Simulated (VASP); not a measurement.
## Be16H (a cell with a defect): single point with PBE

System: Be16H (a cell with a defect).

```xyz
17
Lattice="-2.2900 -3.9664 0.0000 3.4350 -1.9832 0.0000 0.0000 0.0000 7.1769" Properties=species:S:1:pos:R:3 pbc="T T T"
Be    0.0005   -3.9689   -0.0351
Be    0.0387   -2.6037    1.7552
Be    0.0403   -3.9917    3.6204
Be    0.0005   -2.6437    5.3764
Be   -1.1474   -1.9750   -0.0112
Be    2.2705   -2.6339    1.8011
Be   -1.1540   -1.9405    3.6310
Be    2.2653   -2.6324    5.4118
Be    1.1402   -1.9824   -0.0132
Be    1.1266   -0.7157    1.7553
Be    1.1362   -1.9804    3.6026
Be    1.1426   -0.6655    5.3762
Be   -0.0102   -0.0051   -0.0114
Be    1.1316   -4.6217    1.7702
Be   -0.0437   -0.0164    3.6312
Be    1.1609   -4.6389    5.4045
H    -1.0865   -3.3390    2.3987
```

- Program: VASP 6.6.1
- Task: single point
- Functional: PBE
- Potentials or basis: VASP PAW PBE potentials, release 64 (Be, H)
- Cutoff: 520 eV
- k mesh: 4 × 4 × 3
- Occupations: gaussian, width 0.1 eV
- Spin: no spin polarisation
- Dipole correction: no
- Further INCAR settings: LREAL = Auto; ALGO = Normal; EDIFF = 1e-07; NBANDS = 30

```json
{
 "Pressure": "0.5 GPa",
 "Largest force": "0.560 eV/Å",
 "Band gap on the k mesh": "zero (an odd number of electrons rules out a gap without spin polarisation)"
}
```

Forces on the atoms (eV/Å):
```
Be  -0.028  0.017 -0.024
Be  -0.044 -0.026 -0.054
Be   0.002 -0.002 -0.060
Be   0.003  0.008 -0.042
Be   0.004 -0.008 -0.005
Be  -0.007  0.000 -0.035
Be   0.001  0.022 -0.041
Be   0.000  0.001 -0.013
Be   0.018 -0.009 -0.039
Be   0.003  0.042 -0.054
Be   0.018 -0.007 -0.030
Be  -0.004 -0.003 -0.040
Be   0.010  0.002 -0.005
Be   0.017 -0.010 -0.054
Be  -0.016 -0.013 -0.042
Be   0.014 -0.007 -0.020
H    0.009 -0.007  0.560
```

Stress tensor (GPa, compression positive):
```
 0.35 -0.66 -0.01
-0.66 -0.42  0.01
-0.01  0.01  1.44
```

Levels at points of the mesh, in eV from the Fermi level:
| k point | band 14 | band 15 | band 16 | band 17 | band 18 | band 19 |
| --- | --- | --- | --- | --- | --- | --- |
| (0.00, 0.00, 0.00) | -3.79 | -0.59 | 0.04 | 0.23 | 0.49 | 0.70 |
| (0.50, 0.00, 0.00) | -2.58 | -2.52 | -2.44 | -0.78 | 0.10 | 0.29 |
| (0.00, 0.50, 0.00) | -3.79 | -2.86 | -2.72 | -0.10 | 0.53 | 0.59 |
| (0.50, 0.50, 0.00) | -1.08 | -1.03 | -0.99 | 0.15 | 0.29 | 0.43 |

Run time: 6.3 min on 1 thread of Intel Xeon 8259CL, with other jobs on the host, peak memory 0.26 GiB.

Caveat: the k points lie up to 0.40 Å⁻¹ apart, too coarse for converged energies and pressures of a metal.
